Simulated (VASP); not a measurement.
# Mo4C in VASP: relaxation of the atoms with PBEsol

Aim: the relaxation of the atoms of Mo4C with PBEsol.

Everything below comes from runs of VASP 6.6.1. Logs are shortened: lines on timing, memory, paths and dates and some standing lists are left out, and cuts for length are marked.

## 1. The cell of the first run

The cell holds a slab with vacuum, 5 atoms: a = 3.129 Å, b = 3.129 Å, c = 20.043 Å, α = 90.00°, β = 90.00°, γ = 90.00°.

## 2. Relaxation of the atoms, PBEsol

Contents of INCAR:

```
ALGO = Normal ; DIPOL = 0.5 0.5 0.342
EDIFF = 1E-6 ; EDIFFG = -0.025
ENCUT = 520 ; GGA = PS
IBRION = 2 ; IDIPOL = 3
ISIF = 2 ; ISMEAR = 0
LASPH = True ; LCHARG = False
LDIPOL = True ; LREAL = False
LWAVE = False ; NELM = 100
NSW = 36 ; PREC = Accurate
SIGMA = 0.1
```

Contents of KPOINTS:

```
k-points
0
Gamma
  9 9 1
```

Contents of POSCAR:

```
Mo4C
1.0
    3.1294301618      0.0000000000      0.0000000000
    0.0000000000      3.1294301618      0.0000000000
    0.0000000000      0.0000000000     20.0433475010
Mo C
4 1
Selective dynamics
Direct
    0.5000000000      0.5000000000      0.1995674625  F F F
    0.0000000000      0.0000000000      0.2776340170  F F F
    0.5000000000      0.5000000000      0.3579998479  F F F
    0.0000000000      0.0000000000      0.4262435454  F F F
    0.5000000000      0.5000000000      0.4481959663  F F T
```

Potentials or basis: VASP PAW PBE potentials, release 64 (Mo_sv, C).

Command:

```bash
> cat potpaw_PBE.64/Mo_sv/POTCAR potpaw_PBE.64/C/POTCAR > POTCAR
> mpirun -np 1 vasp_std > vasp.out
```

OUTCAR:

```text
EDIFF = 1E-6
   EDIFFG = -0.025
   ENCUT = 520
   GGA = PS
   IBRION = 2
   ISIF = 2
   ISMEAR = 0
   LASPH = True
   LREAL = False
   NELM = 100
   NSW = 36
   PREC = Accurate

 ion  position               nearest neighbor table
   1  0.500  0.500  0.200-   2 2.71   2 2.71   2 2.71   2 2.71   3 3.18
   2  0.000  0.000  0.278-   1 2.71   1 2.71   1 2.71   1 2.71   3 2.74   3 2.74   3 2.74   3 2.74
                             4 2.98
   3  0.500  0.500  0.358-   5 1.81   4 2.60   4 2.60   4 2.60   4 2.60   2 2.74   2 2.74   2 2.74
                             2 2.74   1 3.18
   4  0.000  0.000  0.426-   5 2.26   5 2.26   5 2.26   5 2.26   3 2.60   3 2.60   3 2.60   3 2.60
                             2 2.98
   5  0.500  0.500  0.448-   3 1.81   4 2.26   4 2.26   4 2.26   4 2.26

  LATTYP: Found a simple tetragonal cell.
 ALAT       =     3.1294301618
 C/A-ratio  =     6.4047914364

  Lattice vectors:

 A1 = (   3.1294301618,   0.0000000000,   0.0000000000)
 A2 = (   0.0000000000,   3.1294301618,   0.0000000000)
 A3 = (   0.0000000000,   0.0000000000,  20.0433475010)

Analysis of symmetry for initial positions (statically):
=====================================================================
 Subroutine PRICEL returns:
 Original cell was already a primitive cell.

 Routine SETGRP: Setting up the symmetry group for a
 simple tetragonal supercell.

 Subroutine GETGRP returns: Found  8 space group operations
 (whereof  8 operations were pure point group operations)
 out of a pool of 16 trial point group operations.

The static configuration has the point symmetry C_4v.

Analysis of symmetry for dynamics (positions and initial velocities):
=====================================================================
 Subroutine PRICEL returns:
 Original cell was already a primitive cell.

 Routine SETGRP: Setting up the symmetry group for a
 simple tetragonal supercell.

 Subroutine GETGRP returns: Found  8 space group operations
 (whereof  8 operations were pure point group operations)
 out of a pool of 16 trial point group operations.

The dynamic configuration has the point symmetry C_4v.

Analysis of constrained symmetry for selective dynamics:
=====================================================================
 Subroutine PRICEL returns:
 Original cell was already a primitive cell.

 Routine SETGRP: Setting up the symmetry group for a
 simple tetragonal supercell.

 Subroutine GETGRP returns: Found  8 space group operations
 (whereof  8 operations were pure point group operations)
 out of a pool of 16 trial point group operations.

The constrained configuration has the point symmetry C_4v.

 Subroutine INISYM returns: Found  8 space group operations
 (whereof  8 operations are pure point group operations),
 and found     1 'primitive' translations

----------------------------------------------------------------------------------------

                                     Primitive cell

  volume of cell :     196.2912

  direct lattice vectors                    reciprocal lattice vectors
     3.129430162  0.000000000  0.000000000     0.319546994  0.000000000  0.000000000
     0.000000000  3.129430162  0.000000000     0.000000000  0.319546994  0.000000000
     0.000000000  0.000000000 20.043347501     0.000000000  0.000000000  0.049891866

  length of vectors
     3.129430162  3.129430162 20.043347501     0.319546994  0.319546994  0.049891866

  position of ions in fractional coordinates (direct lattice)
     0.500000000  0.500000000  0.199567462
     0.000000000  0.000000000  0.277634017
     0.500000000  0.500000000  0.357999848
     0.000000000  0.000000000  0.426243545
     0.500000000  0.500000000  0.448195966

  ion indices of the primitive-cell ions
   primitive index   ion index
                 1           1
                 2           2
                 3           3
                 4           4
                 5           5

----------------------------------------------------------------------------------------

 KPOINTS: k-points

Automatic generation of k-mesh.
 Grid dimensions read from file:
 generate k-points for:    9    9    1

 Generating k-lattice:

  Cartesian coordinates                     Fractional coordinates (reciprocal lattice)
     0.035505222  0.000000000  0.000000000     0.111111111  0.000000000  0.000000000
     0.000000000  0.035505222  0.000000000     0.000000000  0.111111111  0.000000000
     0.000000000  0.000000000  0.049891866     0.000000000  0.000000000  1.000000000

  Length of vectors
     0.035505222  0.035505222  0.049891866

  Shift w.r.t. Gamma in fractional coordinates (k-lattice)
     0.000000000  0.000000000  0.000000000

 Subroutine IBZKPT returns following result:
 ===========================================

 Found     15 irreducible k-points:

 Following reciprocal coordinates:
            Coordinates               Weight
  0.000000  0.000000  0.000000      1.000000
  0.111111  0.000000  0.000000      4.000000
  0.222222  0.000000  0.000000      4.000000
  0.333333  0.000000  0.000000      4.000000
  0.444444  0.000000  0.000000      4.000000
  0.111111  0.111111  0.000000      4.000000
  0.222222  0.111111  0.000000      8.000000
  0.333333  0.111111  0.000000      8.000000
  0.444444  0.111111  0.000000      8.000000
  0.222222  0.222222  0.000000      4.000000
  0.333333  0.222222  0.000000      8.000000
  0.444444  0.222222  0.000000      8.000000
  0.333333  0.333333  0.000000      4.000000
  0.444444  0.333333  0.000000      8.000000
  0.444444  0.444444  0.000000      4.000000
   k-points           NKPTS =     15   k-points in BZ     NKDIM =     15   number of bands    NBANDS=     36
   number of dos      NEDOS =    301   number of ions     NIONS =      5
   total plane-waves  NPLWV =  86400
   dimension x,y,z NGX =    24 NGY =   24 NGZ =  150
   dimension x,y,z NGXF=    48 NGYF=   48 NGZF=  300
   ions per type =               4   1
   NGX,Y,Z   is equivalent  to a cutoff of  12.75, 12.75, 12.44 a.u.
   NGXF,Y,Z  is equivalent  to a cutoff of  25.50, 25.50, 24.88 a.u.
 SYSTEM =  unknown system
   PREC   = accura    normal or accurate (medium, high low for compatibility)
   ISTART =      0    job   : 0-new  1-cont  2-samecut
   ICHARG =      2    charge: 1-file 2-atom 10-const
   ISPIN  =      1    spin polarized calculation?
   LNONCOLLINEAR =      F non collinear calculations
   LSORBIT =      F    spin-orbit coupling
   LASPH  =      T    aspherical Exc in radial PAW
   ENCUT  =  520.0 eV  38.22 Ry    6.18 a.u.   5.82  5.82 37.27*2*pi/ulx,y,z
   NELM   =    100;   NELMIN=  2; NELMDL= -5     # of ELM steps
   EDIFF  = 0.1E-05   stopping-criterion for ELM
   LREAL  =      F    real-space projection
   EDIFFG = -.3E-01   stopping-criterion for IOM
   NSW    =     36    number of steps for IOM
   IBRION =      2    ionic relax: 0-MD 1-quasi-New 2-CG
   NFREE  =      1    steps in history (QN), initial steepest desc. (CG)
   ISIF   =      2    stress and relaxation
   ISYM   =      2    0-nonsym 1-usesym 2-fastsym
   POTIM  = 0.5000    time-step for ionic-motion
   TEBEG  =    0.0;   TEEND  =   0.0 temperature during run
   PSTRESS=    0.0 pullay stress
   NELECT =      60.0000    total number of electrons
   NUPDOWN=      -1.0000    fix difference up-down
   EMIN   =  10.00;   EMAX   =-10.00  energy-range for DOS
   EFERMI =   0.00;   METHOD = LEGACY
   ISMEAR =     0;   SIGMA  =   0.10  broadening in eV -4-tet -1-fermi 0-gaus
   EFERMI_NEDOS =   21; number of points for ismear=-14 and -15
   IALGO  =     38    algorithm
   IMIX   =      4    mixing-type and parameters
     AMIX     =   0.40;   BMIX     =  1.00
     AMIX_MAG =   1.60;   BMIX_MAG =  1.00
  volume/ion in A,a.u.               =      39.26       264.93
  Fermi-wavevector in a.u.,A,eV,Ry     =   1.102787  2.083965 16.546579  1.216139
  Thomas-Fermi vector in A             =   2.239235
   LORBIT       =      0    0 simple, 1 ext, 2 COOP (PROOUT), +10 PAW based schemes
   GGA     = PS    functional components
   LHFCALC =     F    Hartree Fock is set to
   AEXX    =    0.0000 exact exchange contribution
   IVDW    =     0    specifies the selected vdW correction
   LEPSILON=     F    determine dielectric tensor
   LRPA    =     F    only Hartree local field effects (RPA)
 conjugate gradient relaxation of ions
 non-spin polarized calculation
 Gauss-broadening in eV      SIGMA  =   0.10
  energy-cutoff  :      520.00
  volume of cell :      196.29
 maximum number of plane-waves:      5322
 NGX is ok and might be reduce to    24
   NGX = 11   NGY = 11   NGZ = 75

 dipolmoment           0.000000      0.000000     -0.055425 electrons x Angstroem

--------------------------------------- Ionic step        1  -------------------------------------------

 number of electron      59.9999996 magnetization

 Free energy of the ion-electron system (eV)
  ---------------------------------------------------
  ext. energy  EPLUGINS =         0.00000000
  ---------------------------------------------------
  free energy    TOTEN  =       -51.78749862 eV

  energy without entropy =      -51.76837439  energy(sigma->0) =      -51.77793650

------------------------ aborting loop because EDIFF is reached ----------------------------------------

  FORCE on cell =-STRESS in cart. coord.  units (eV):
  Direction    XX          YY          ZZ          XY          YZ          ZX
  --------------------------------------------------------------------------------------
  -------------------------------------------------------------------------------------
  Total       -5.3199246     -5.3199246     14.1412829      0.0000000      0.0000000      0.0000000
  in kB      -43.4225453    -43.4225453    115.4246612      0.0000000      0.0000000      0.0000000
  external PRESSURE =       9.5265235 kB  Pullay stress =       0.0000000 kB
[... 65 lines left out ...]
--------------------------------------- Ionic step        3  -------------------------------------------

 number of electron      59.9999997 magnetization

 dipolmoment           0.000000      0.000000      0.079024 electrons x Angstroem

 Free energy of the ion-electron system (eV)
  ---------------------------------------------------
  ext. energy  EPLUGINS =         0.00000000
  ---------------------------------------------------
  free energy    TOTEN  =       -52.09486668 eV

  energy without entropy =      -52.07752942  energy(sigma->0) =      -52.08619805

 E-fermi :   1.2106     XC(G=0):  -5.6196

 val. band max:        1.1539497387   @ k =   0.4444   0.2222   0.0000
 cond. band min:       1.2348771293   @ k =   0.4444   0.0000   0.0000
 fundamental gap:      0.0809273906
 Fermi energy:         1.2105826309

 k-point     1 :       0.0000    0.0000    0.0000
  band No.  band energies     occupation
      1     -60.3260      2.00000
      2     -59.7139      2.00000
      3     -59.5446      2.00000
      4     -59.3318      2.00000
      5     -34.5912      2.00000
      6     -34.5912      2.00000
[... 574 lines left out ...]
     35       3.3173      0.00000
     36       3.5206      0.00000

------------------------ aborting loop because EDIFF is reached ----------------------------------------

 vacuum level on the upper side and lower side of the slab       (xc-potential included)         0.700        -0.722

  FORCE on cell =-STRESS in cart. coord.  units (eV):
  Direction    XX          YY          ZZ          XY          YZ          ZX
  --------------------------------------------------------------------------------------
  -------------------------------------------------------------------------------------
  Total       -7.0764415     -7.0764415      6.9453232      0.0000000      0.0000000      0.0000000
  in kB      -57.7596721    -57.7596721     56.6894518      0.0000000      0.0000000      0.0000000
  external PRESSURE =     -19.6099642 kB  Pullay stress =       0.0000000 kB
[... 20 lines left out ...]
  FREE ENERGIE OF THE ION-ELECTRON SYSTEM (eV)
  ---------------------------------------------------
  free  energy   TOTEN  =       -52.0948666840 eV

  energy  without entropy=      -52.0775294164  energy(sigma->0) =      -52.08619805

 reached required accuracy - stopping structural energy minimisation

 vacuum level on the upper side and lower side of the slab         6.626         5.170
```

Wall time 10 min (1 thread of Intel Xeon 8259CL, shared host); peak memory 0.33 GiB.

What came out:

```
Free energy               : -52.0949 eV
Energy gained by relaxing : 61.5 meV/atom
Ionic steps               : 3
Band gap on the k mesh    : zero (bands 30 and 31 overlap by 1.47 eV)
```

Step by step:
| step | energy change (eV) | largest force on free atoms (eV/Å) | pressure (GPa) |
| --- | --- | --- | --- |
| 1 | 0.0000 | 4.0654 | 0.95 |
| 2 | -0.3005 | 0.4571 | -2.34 |
| 3 | -0.3074 | 0.0097 | -1.96 |

Final structure:
```yaml
crystal:
  lattice:
    - [3.12943, 0.00000, 0.00000]
    - [0.00000, 3.12943, 0.00000]
    - [0.00000, 0.00000, 20.04335]
  atoms:
    - { symbol: Mo, position: [0.50000, 0.50000, 0.19957] }
    - { symbol: Mo, position: [0.00000, 0.00000, 0.27763] }
    - { symbol: Mo, position: [0.50000, 0.50000, 0.35800] }
    - { symbol: Mo, position: [0.00000, 0.00000, 0.42624] }
    - { symbol: C, position: [0.50000, 0.50000, 0.45655] }
```

Levels at points of the mesh, in eV from the Fermi level:
| k point | band 28 | band 29 | band 30 | band 31 | band 32 | band 33 |
| --- | --- | --- | --- | --- | --- | --- |
| (0.00, 0.00, 0.00) | -1.17 | -1.17 | -0.51 | -0.51 | -0.10 | 0.14 |

Caveat: the PAW data sets were made with another functional, which shifts forces and pressure a little.

The gap in the log of VASP goes by the Fermi energy; the results here count the filled bands.